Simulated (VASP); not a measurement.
SiC:

```
CELL_PARAMETERS angstrom
0.00000 2.06675 2.06675
2.06675 0.00000 2.06675
2.06675 2.06675 0.00000
ATOMIC_POSITIONS crystal
Si 0.25000 0.25000 0.25000
C 0.00000 0.00000 0.00000
```

This cell differs from its parent crystal: strain -5.1%.

Base run:

```yaml
Program: VASP 6.6.1
Functional: r2SCAN
Potentials_or_basis: VASP PAW PBE potentials, release 64 (Si, C)
Cutoff: 520 eV
k_mesh: 10 × 10 × 10
Occupations: gaussian, width 0.01 eV
Spin: no spin polarisation
```

Its results: band gap on the k mesh 1.61 eV, indirect (least direct gap 5.24 eV); pressure 48.0 GPa.

Task: The run is repeated on the same cell with these changes: functional from r2SCAN to PBE; occupations from gaussian, width 0.01 eV to fermi-dirac, width 0.02 eV. What comes out?

Result: Band gap on the k mesh 1.19 eV, indirect (least direct gap 4.68 eV); pressure 51.4 GPa.

Caveats: the PAW data sets were made with another functional, which shifts forces and pressure a little (some runs).

A k mesh can miss the band edges.
